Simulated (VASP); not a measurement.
## Ca2C: single point with PBE

The system is Ca2C.

```xyz
12
Lattice="6.0556 0.0000 0.0000 0.0000 3.9777 0.0000 0.0000 0.0000 7.2592" Properties=species:S:1:pos:R:3 pbc="T T T"
Ca    2.1021    2.9833    0.6395
Ca    3.9535    0.9944    6.6198
Ca    5.1299    2.9833    2.9902
Ca    0.9257    0.9944    4.2691
Ca    0.0734    0.9944    1.2718
Ca    5.9822    2.9833    5.9874
Ca    3.1012    0.9944    2.3578
Ca    2.9544    2.9833    4.9014
C     4.5503    0.9944    4.3058
C     1.5054    2.9833    2.9534
C     1.5225    0.9944    6.5830
C     4.5332    2.9833    0.6762
```

| Quantity | Value |
| --- | --- |
| Program | VASP 6.6.1 |
| Task | single point |
| Functional | PBE |
| Potentials or basis | VASP PAW PBE potentials, release 64 (Ca_sv, C) |
| Cutoff | 520 eV |
| k mesh | 6 × 8 × 4 |
| Occupations | gaussian, width 0.02 eV |
| Spin | no spin polarisation |
| Dipole correction | no |
| Further INCAR settings | ALGO = Normal; EDIFF = 1e-06; NBANDS = 60 |

```yaml
Pressure: 24.6 GPa
Largest_force: 0.008 eV/Å
Band_gap_on_the_k_mesh: 0.61 eV
```

Forces on the atoms (eV/Å):
```
Ca  -0.001  0.000 -0.007
Ca   0.001  0.000  0.007
Ca  -0.001  0.000  0.007
Ca   0.001  0.000 -0.007
Ca   0.003  0.000  0.008
Ca  -0.003  0.000 -0.008
Ca   0.003  0.000 -0.008
Ca  -0.003  0.000  0.008
C    0.000  0.000  0.006
C    0.000  0.000 -0.006
C    0.000  0.000 -0.006
C    0.000  0.000  0.006
```

Levels at points of the mesh, in eV from the valence-band top:
```csv
k point,band 45,band 46,band 47,band 48,band 49,band 50,band 51,band 52
"(0.00, 0.00, 0.00)",-1.16,-0.45,-0.28,0.00,0.61,1.79,1.88,1.88
"(0.50, 0.00, 0.00)",-0.92,-0.92,-0.52,-0.52,1.48,1.48,2.47,2.47
"(0.00, 0.50, 0.00)",-0.48,-0.48,-0.35,-0.35,1.68,1.68,1.96,1.96
"(0.50, 0.50, 0.00)",-0.64,-0.64,-0.64,-0.64,2.24,2.24,2.24,2.24
"(0.00, 0.00, 0.50)",-0.44,-0.44,-0.25,-0.25,1.45,1.45,1.96,1.96
"(0.50, 0.00, 0.50)",-0.79,-0.79,-0.51,-0.51,1.95,1.95,2.43,2.43
"(0.00, 0.50, 0.50)",-0.50,-0.50,-0.34,-0.34,1.32,1.32,1.66,1.66
"(0.50, 0.50, 0.50)",-0.51,-0.51,-0.51,-0.51,2.20,2.20,2.20,2.20
```

Run time: 11 min on 1 thread of Intel(R) Xeon(R) Platinum 8259CL CPU @ 2.50GHz (Skylake/Cascade Lake), with other jobs on the host, peak memory 0.56 GiB.

Caveat: the cell stands under pressure; semilocal functionals underestimate gaps, and a narrow one can read as zero. A k mesh can miss the band edges.
